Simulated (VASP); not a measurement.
# TaN (P6_3/mmc) in VASP: notebook

The runs below take TaN through density of states, electric field gradients, with PBE.

All numbers are computed with VASP 6.6.1; they aren't measurements. Logs are shortened: lines on timing, memory, paths and dates and some standing lists are left out, and cuts for length are marked.

## (1) The cell of the first run

Symmetry: P6_3/mmc, No. 194, hexagonal system. The conventional cell has a = 3.048 Å, b = 3.048 Å, c = 4.918 Å, α = 90.00°, β = 90.00°, γ = 120.00°. Ta (site symmetry -3m) has 6 N at 2.15 Å and 2 Ta at 2.46 Å within 2.8 Å. N (site symmetry -6m2) has 6 Ta at 2.15 Å within 2.8 Å.

## (2) Density of states, PBE

POSCAR

```
TaN
1.0
    3.0480019786      0.0000000000      0.0000000000
   -1.5240009893      2.6396471442      0.0000000000
    0.0000000000      0.0000000000      4.9180000000
Ta N
2 2
Direct
    0.0000000000      0.0000000000      0.0000000000
    0.0000000000      0.0000000000      0.5000000000
    0.3333333333      0.6666666667      0.2500000000
    0.6666666667      0.3333333333      0.7500000000
```

INCAR.step1

```
ALGO = Normal
EDIFF = 1E-6
ENCUT = 520
GGA = PE
ISIF = 2
ISMEAR = -1
LASPH = T
LCHARG = T
LMAXMIX = 4
LREAL = F
LWAVE = F
NBANDS = 24
NELM = 60
PREC = Accurate
SIGMA = 0.01
```

KPOINTS.step1

```
k-points
0
Gamma
  9 9 5
```

INCAR.step2

```
ALGO = Normal
EDIFF = 1E-6
ENCUT = 520
GGA = PE
ICHARG = 11
ISIF = 2
ISMEAR = -5
LASPH = T
LCHARG = F
LMAXMIX = 4
LORBIT = 11
LREAL = F
LWAVE = F
NEDOS = 1001
NELM = 60
PREC = Accurate
SIGMA = 0.01
```

KPOINTS.step2

```
k-points
0
Gamma
  14 14 8
```

Potentials or basis: VASP PAW PBE potentials, release 64 (Ta_pv, N).

On the command line:

```bash
$ cat potpaw_PBE.64/Ta_pv/POTCAR potpaw_PBE.64/N/POTCAR > POTCAR
$ cp INCAR.step1 INCAR
$ cp KPOINTS.step1 KPOINTS
$ mpirun -np 1 vasp_std > vasp.out
$ cp INCAR.step2 INCAR
$ cp KPOINTS.step2 KPOINTS
$ mpirun -np 1 vasp_std > vasp.out
```

OUTCAR:

```text
EDIFF = 1E-6
   ENCUT = 520
   GGA = PE
   ICHARG = 11
   ISIF = 2
   ISMEAR = -5
   LASPH = T
   LORBIT = 11
   LREAL = F
   NELM = 60
   PREC = Accurate

 ion  position               nearest neighbor table
   1  0.000  0.000  0.000-   3 2.15   4 2.15   3 2.15   4 2.15   4 2.15   3 2.15   2 2.46   2 2.46

   2  0.000  0.000  0.500-   3 2.15   4 2.15   3 2.15   4 2.15   4 2.15   3 2.15   1 2.46   1 2.46

   3  0.333  0.667  0.250-   1 2.15   2 2.15   1 2.15   2 2.15   1 2.15   2 2.15
   4  0.667  0.333  0.750-   1 2.15   2 2.15   1 2.15   2 2.15   1 2.15   2 2.15

  LATTYP: Found a hexagonal cell.
 ALAT       =     3.0480019786
 C/A-ratio  =     1.6135160130

  Lattice vectors:

 A1 = (   3.0480019786,   0.0000000000,   0.0000000000)
 A2 = (  -1.5240009893,   2.6396471442,   0.0000000000)
 A3 = (   0.0000000000,   0.0000000000,   4.9180000000)

Analysis of symmetry for initial positions (statically):
=====================================================================
 Subroutine PRICEL returns:
 Original cell was already a primitive cell.

 Routine SETGRP: Setting up the symmetry group for a
 hexagonal supercell.

 Subroutine GETGRP returns: Found 24 space group operations
 (whereof 12 operations were pure point group operations)
 out of a pool of 24 trial point group operations.

The static configuration has the point symmetry D_3d.
 The point group associated with its full space group is D_6h.

Analysis of symmetry for dynamics (positions and initial velocities):
=====================================================================
 Subroutine PRICEL returns:
 Original cell was already a primitive cell.

 Routine SETGRP: Setting up the symmetry group for a
 hexagonal supercell.

 Subroutine GETGRP returns: Found 24 space group operations
 (whereof 12 operations were pure point group operations)
 out of a pool of 24 trial point group operations.

The dynamic configuration has the point symmetry D_3d.
 The point group associated with its full space group is D_6h.

 Subroutine INISYM returns: Found 24 space group operations
 (whereof 12 operations are pure point group operations),
 and found     1 'primitive' translations

----------------------------------------------------------------------------------------

                                     Primitive cell

  volume of cell :      39.5685

  direct lattice vectors                    reciprocal lattice vectors
     3.048001979  0.000000000  0.000000000     0.328083777  0.189419257  0.000000000
    -1.524000989  2.639647144  0.000000000     0.000000000  0.378838513  0.000000000
     0.000000000  0.000000000  4.918000000     0.000000000  0.000000000  0.203334689

  length of vectors
     3.048001979  3.048001979  4.918000000     0.378838513  0.378838513  0.203334689

  position of ions in fractional coordinates (direct lattice)
     0.000000000  0.000000000  0.000000000
     0.000000000  0.000000000  0.500000000
     0.333333333  0.666666667  0.250000000
     0.666666667  0.333333333  0.750000000

  ion indices of the primitive-cell ions
   primitive index   ion index
                 1           1
                 2           2
                 3           3
                 4           4

----------------------------------------------------------------------------------------

 KPOINTS: k-points

Automatic generation of k-mesh.
 Grid dimensions read from file:
 generate k-points for:   14   14    8

 Generating k-lattice:

  Cartesian coordinates                     Fractional coordinates (reciprocal lattice)
     0.023434555  0.013529947  0.000000000     0.071428571  0.000000000  0.000000000
     0.000000000  0.027059894  0.000000000     0.000000000  0.071428571  0.000000000
     0.000000000  0.000000000  0.025416836     0.000000000  0.000000000  0.125000000

  Length of vectors
     0.027059894  0.027059894  0.025416836

  Shift w.r.t. Gamma in fractional coordinates (k-lattice)
     0.000000000  0.000000000  0.000000000

 TETIRR: Found   1624 inequivalent tetrahedra from     9408

 Subroutine IBZKPT returns following result:
 ===========================================

 Found    120 irreducible k-points:

 Following reciprocal coordinates:
            Coordinates               Weight
  0.000000  0.000000  0.000000      1.000000
  0.071429 -0.000000  0.000000      6.000000
  0.142857  0.000000  0.000000      6.000000
  0.214286  0.000000  0.000000      6.000000
  0.285714 -0.000000  0.000000      6.000000
  0.357143  0.000000  0.000000      6.000000
[... 16 lines left out ...]
  0.285714  0.285714  0.000000      6.000000
  0.357143  0.285714  0.000000      6.000000
 [... further k-points ...]
   k-points           NKPTS =    120   k-points in BZ     NKDIM =    120   number of bands    NBANDS=     20
   number of dos      NEDOS =   1001   number of ions     NIONS =      4
   total plane-waves  NPLWV =  23040
   dimension x,y,z NGX =    24 NGY =   24 NGZ =   40
   dimension x,y,z NGXF=    48 NGYF=   48 NGZF=   80
   ions per type =               2   2
   NGX,Y,Z   is equivalent  to a cutoff of  13.09, 13.09, 13.52 a.u.
   NGXF,Y,Z  is equivalent  to a cutoff of  26.18, 26.18, 27.04 a.u.
 SYSTEM =  unknown system
   PREC   = accura    normal or accurate (medium, high low for compatibility)
   ISTART =      0    job   : 0-new  1-cont  2-samecut
   ICHARG =     11    charge: 1-file 2-atom 10-const
   ISPIN  =      1    spin polarized calculation?
   LNONCOLLINEAR =      F non collinear calculations
   LSORBIT =      F    spin-orbit coupling
   LASPH  =      T    aspherical Exc in radial PAW
   ENCUT  =  520.0 eV  38.22 Ry    6.18 a.u.   5.67  5.67  9.14*2*pi/ulx,y,z
   NELM   =     60;   NELMIN=  2; NELMDL=  0     # of ELM steps
   EDIFF  = 0.1E-05   stopping-criterion for ELM
   LREAL  =      F    real-space projection
   EDIFFG = 0.1E-04   stopping-criterion for IOM
   NSW    =      0    number of steps for IOM
   IBRION =     -1    ionic relax: 0-MD 1-quasi-New 2-CG
   NFREE  =      0    steps in history (QN), initial steepest desc. (CG)
   ISIF   =      2    stress and relaxation
   ISYM   =      2    0-nonsym 1-usesym 2-fastsym
   POTIM  = 0.5000    time-step for ionic-motion
   TEBEG  =    0.0;   TEEND  =   0.0 temperature during run
   PSTRESS=    0.0 pullay stress
   NELECT =      32.0000    total number of electrons
   NUPDOWN=      -1.0000    fix difference up-down
   EMIN   =  10.00;   EMAX   =-10.00  energy-range for DOS
   EFERMI =   0.00;   METHOD = LEGACY
   ISMEAR =    -5;   SIGMA  =   0.01  broadening in eV -4-tet -1-fermi 0-gaus
   EFERMI_NEDOS =   21; number of points for ismear=-14 and -15
   IALGO  =     38    algorithm
   IMIX   =      4    mixing-type and parameters
     AMIX     =   0.40;   BMIX     =  1.00
     AMIX_MAG =   1.60;   BMIX_MAG =  1.00
  volume/ion in A,a.u.               =       9.89        66.76
  Fermi-wavevector in a.u.,A,eV,Ry     =   1.525252  2.882308 31.652508  2.326394
  Thomas-Fermi vector in A             =   2.633448
   LORBIT       =     11    0 simple, 1 ext, 2 COOP (PROOUT), +10 PAW based schemes
   GGA     = PE    functional components
   LHFCALC =     F    Hartree Fock is set to
   AEXX    =    0.0000 exact exchange contribution
   IVDW    =     0    specifies the selected vdW correction
   LEPSILON=     F    determine dielectric tensor
   LRPA    =     F    only Hartree local field effects (RPA)
 non-spin polarized calculation
 Fermi weights with tetrahedron method with Bloechl corrections
  energy-cutoff  :      520.00
  volume of cell :       39.57
 maximum number of plane-waves:      1093
 NGX is ok and might be reduce to    24

 number of electron      32.0000002 magnetization

 Free energy of the ion-electron system (eV)
  ---------------------------------------------------
  ext. energy  EPLUGINS =         0.00000000
  ---------------------------------------------------
  free energy    TOTEN  =       -41.29412771 eV

  energy without entropy =      -41.29412771  energy(sigma->0) =      -41.29412771

 E-fermi :   9.9303     XC(G=0): -13.7469

 val. band max:        9.9745745340   @ k =   0.2857   0.0714   0.1250
 cond. band min:       9.7658411322   @ k =   0.1429   0.1429   0.5000
 fundamental gap:     -0.2087334018
 Fermi energy:         9.9303184004

 k-point     1 :       0.0000    0.0000    0.0000
  band No.  band energies     occupation
      1     -27.2744      2.00000
      2     -25.4417      2.00000
      3     -25.4417      2.00000
      4     -25.0664      2.00000
      5     -25.0664      2.00000
      6     -24.2376      2.00000
[... 12 lines left out ...]
     19       9.2747      2.00000
     20      12.7245      0.00000

 k-point     2 :       0.0714   -0.0000    0.0000
  band No.  band energies     occupation
      1     -27.2630      2.00000
      2     -25.4907      2.00000
      3     -25.4518      2.00000
      4     -25.1037      2.00000
      5     -25.0744      2.00000
      6     -24.2332      2.00000
[... 12 lines left out ...]
     19       9.6966      1.66835
     20      13.0387      0.00000

 k-point     3 :       0.1429    0.0000    0.0000
  band No.  band energies     occupation
      1     -27.2312      2.00000
      2     -25.6255      2.00000
      3     -25.4800      2.00000
      4     -25.2069      2.00000
      5     -25.0968      2.00000
      6     -24.2209      2.00000
[... 12 lines left out ...]
     19      10.4142     -0.05664
     20      13.7873      0.00000

 k-point     4 :       0.2143    0.0000    0.0000
  band No.  band energies     occupation
      1     -27.1848      2.00000
      2     -25.8139      2.00000
      3     -25.5204      2.00000
      4     -25.3529      2.00000
      5     -25.1289      2.00000
      6     -24.2031      2.00000
[... 429 lines left out ...]
 k-point    23 :       0.2857    0.2857    0.0000
  band No.  band energies     occupation
      1     -27.0191      2.00000
      2     -26.1715      2.00000
      3     -25.9335      2.00000
      4     -25.6374      2.00000
      5     -25.4515      2.00000
      6     -24.1408      2.00000
[... 12 lines left out ...]
     19      12.4212      0.00000
     20      15.0696      0.00000

 k-point    24 :       0.3571    0.2857    0.0000
  band No.  band energies     occupation
      1     -27.0116      2.00000
      2     -26.1398      2.00000
      3     -25.9998      2.00000
      4     -25.6129      2.00000
      5     -25.5032      2.00000
      6     -24.1381      2.00000
[... 12 lines left out ...]
     19      12.3561      0.00000
     20      14.5352      0.00000

 [... further k-points ...]
[... 5 lines left out ...]
  --------------------------------------------------------------------------------------
  -------------------------------------------------------------------------------------
  Total        7.7484534      7.7484534     29.4151369     -0.0000000     -0.0000000     -0.0000000
  in kB      313.7443841    313.7443841   1191.0549858     -0.0000000     -0.0000000     -0.0000000
  external PRESSURE =     606.1812513 kB  Pullay stress =       0.0000000 kB

 VOLUME and BASIS-vectors are now :
 -----------------------------------------------------------------------------
  energy-cutoff  :      520.00
  volume of cell :       39.57
      direct lattice vectors                 reciprocal lattice vectors
     3.048001979  0.000000000  0.000000000     0.328083777  0.189419257  0.000000000
    -1.524000989  2.639647144  0.000000000     0.000000000  0.378838513  0.000000000
     0.000000000  0.000000000  4.918000000     0.000000000  0.000000000  0.203334689

 POSITION                                       TOTAL-FORCE (eV/Angst)
 -----------------------------------------------------------------------------------
      0.00000      0.00000      0.00000        -0.000000      0.000000     -0.000000
      0.00000      0.00000      2.45900        -0.000000      0.000000     -0.000000
     -0.00000      1.75976      1.22950        -0.000000      0.000000      0.000000
      1.52400      0.87988      3.68850         0.000000     -0.000000      0.000000
 -----------------------------------------------------------------------------------
    total drift:                               -0.000000      0.000000      0.000000

  FREE ENERGIE OF THE ION-ELECTRON SYSTEM (eV)
  ---------------------------------------------------
  free  energy   TOTEN  =       -41.2941277109 eV

  energy  without entropy=      -41.2941277109  energy(sigma->0) =      -41.29412771

 total charge

# of ion       s       p       d       tot
------------------------------------------
    1        0.331   6.297   2.722   9.350
    2        0.331   6.297   2.722   9.350
    3        1.239   2.586   0.000   3.825
    4        1.239   2.586   0.000   3.825
--------------------------------------------------
tot          3.139  17.766   5.445  26.350
```

It took 77 s on 1 thread of AMD EPYC 7R13 (Zen 3), shared host; peak memory 0.18 GiB.

What came out:

```yaml
Valence_electrons_inside_the_program's_atomic_spheres: Ta 9.35; N 3.83
```

Caveat: spin-orbit coupling is left out, which moves the levels of the heavy elements; tetrahedron occupations give inexact forces and stress in metals.

[end of part 1 of 2]
